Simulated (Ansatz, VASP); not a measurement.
**Two plane-wave programs on PbO2**

INCAR

```
PREC = Accurate
ENCUT = 520
EDIFF = 1E-6
ISMEAR = 0
SIGMA = 0.05
LREAL = False
LASPH = True
NELM = 60
ALGO = Normal
ISIF = 2
LWAVE = False
LCHARG = True
GGA = PS
LELF = True
LVHAR = True
NBANDS = 20
```

Contents of KPOINTS:

```
regular mesh
0
Gamma
  12 12 12
```

Contents of POSCAR:

```
PbO2
1.0
    1.7231622733      0.9948682024      4.4478535782
   -1.7231622733      0.9948682024      4.4478535782
    0.0000000000     -1.9897364047      4.4478535782
Pb O
1 2
Direct
    0.0000000000      0.0000000000      0.0000000000
    0.2556547323      0.2556547323      0.2556547323
    0.7443452677      0.7443452677      0.7443452677
```

Input for Ansatz:

```yaml
crystal:
  lattice:
    - [1.7231622733, 0.9948682024, 4.4478535782]
    - [-1.7231622733, 0.9948682024, 4.4478535782]
    - [0.0, -1.9897364047, 4.4478535782]
  atoms:
    - { symbol: Pb, position: [0.0, 0.0, 0.0] }
    - { symbol: O, position: [0.2556547323, 0.2556547323, 0.2556547323] }
    - { symbol: O, position: [0.7443452677, 0.7443452677, 0.7443452677] }
basis:
  ecutwfc: 420
  ecutrho_ratio: 4
kpoints:
  mp_grid: { grid: [12, 12, 12] }
hamiltonian:
  xc: pbesol
scf:
  occupations: { method: gaussian, width: 0.05 }
output:
  forces: true
  stress: true
  eigenvalues: true
  populations: true
```

Alike in both runs: task single point; functional PBEsol; k mesh 12 × 12 × 12; occupations gaussian, width 0.05 eV; no spin polarisation.

|  | VASP | Ansatz |
| --- | --- | --- |
| version | VASP 6.6.1 | Ansatz 0.2.0 |
| potentials or method | VASP PAW PBE potentials, release 64 (Pb_d, O), cutoff 520 eV | scalar-relativistic, plane waves, PAW |
| valence electrons in the cell | 26 | 26 |

|  | VASP | Ansatz | Ansatz less VASP |
| --- | --- | --- | --- |
| pressure (GPa) | -4.5 | -4.8 | -0.24 |
| traceless stress, the component that is largest in VASP (GPa) | 1.01 | 1.27 | +0.254 |
| rms of the force components (eV/Å) | 0.092 | 0.107 | +0.0155 |

VASP's potentials were made for PBE, not for PBEsol. Atom by atom the forces differ by 0.015 eV/Å (rms over components). With one functional, cell and mesh, what is left measures potentials, basis and numerics.

Neither program's run includes spin-orbit coupling.
